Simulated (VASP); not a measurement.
Here is a VASP 6.6.1 calculation.

INCAR

```
PREC = Accurate
ENCUT = 520
EDIFF = 1E-6
ISMEAR = 0
SIGMA = 0.15
LREAL = F
LASPH = T
NELM = 80
ALGO = Fast
ISIF = 2
LWAVE = F
LCHARG = F
GGA = PS
NBANDS = 16
```

File KPOINTS:

```
Automatic mesh
0
Gamma
  21 21 12
```

Contents of POSCAR:

```
Ir
1.0
    2.8235216222      0.0000000000      0.0000000000
   -1.4117608111      2.4452414529      0.0000000000
    0.0000000000      0.0000000000      4.5777984561
Ir
2
Direct
    0.6666666667      0.3333333333      0.7500000000
    0.3333333333      0.6666666667      0.2500000000
```

Potentials or basis: VASP PAW PBE potentials, release 64 (Ir).

Command:

```bash
$ cat potpaw_PBE.64/Ir/POTCAR > POTCAR
$ mpirun -np 1 vasp_std > vasp.out
```

(1) What does it give for the band gap on the k mesh?

(2) Predict the pressure.

Answers

(1) zero (band 9 reaches 9.31 eV, above the bottom of band 10 at 6.53 eV).

(2) -32.0 GPa.

Caveat: the PAW data sets were made with another functional, which shifts forces and pressure a little; spin-orbit coupling is left out, which moves the levels of the heavy elements.
